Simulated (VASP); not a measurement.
A run of VASP 6.6.1 is set up as follows.

Contents of INCAR:

```
SYSTEM = BN
PREC = Accurate
ENCUT = 520
EDIFF = 1E-7
ISMEAR = 0
SIGMA = 0.05
LREAL = .False.
LASPH = .True.
NELM = 100
ALGO = Normal
ISIF = 2
LWAVE = .False.
LCHARG = .False.
GGA = PE
NBANDS = 36
```

File KPOINTS:

```
regular mesh
0
Gamma
  10 10 2
  0 0 0
```

File POSCAR:

```
BN
1.0
   -2.5539396017      0.0000000000      0.0000000000
   -1.2769698008     -2.2117765748      0.0000000000
    0.0000000000      0.0000000000     12.5305650000
B N
6 6
Direct
    0.6666666667      0.6666666667      0.2317831251
    0.6666666667      0.6666666667      0.5691067015
    0.6666666667      0.6666666667      0.9064302779
    0.3333333333      0.3333333333      0.0631213369
    0.3333333333      0.3333333333      0.4004449133
    0.3333333333      0.3333333333      0.7377684897
    0.6666666667      0.6666666667      0.1054729866
    0.6666666667      0.6666666667      0.4427965630
    0.6666666667      0.6666666667      0.7801201394
    0.3333333333      0.3333333333      0.9487819275
    0.3333333333      0.3333333333      0.2741347748
    0.3333333333      0.3333333333      0.6114583512
```

Potentials or basis: VASP PAW PBE potentials, release 64 (B, N).

Command:

```console
$ cat potpaw_PBE.64/B/POTCAR potpaw_PBE.64/N/POTCAR > POTCAR
$ mpirun -np 1 vasp_std > vasp.out
```

Task: Predict the pressure.

Result: 6.1 GPa.

Task: Predict the band gap on the k mesh.

Result: 5.21 eV.

Forces in eV/Å, atoms in the order of the input:
```
B    0.000  0.000 -0.126
B    0.000  0.000 -0.119
B    0.000  0.000 -0.828
B    0.000  0.000  3.523
B    0.000  0.000 -0.119
B    0.000  0.000 -0.133
N    0.000  0.000  1.088
N    0.000  0.000  0.119
N    0.000  0.000  0.139
N    0.000  0.000 -3.786
N    0.000  0.000  0.123
N    0.000  0.000  0.120
```

Caveat: forces of over 1 eV/Å act on the atoms, so gaps and moduli don't describe the material at rest. A k mesh can miss the band edges.
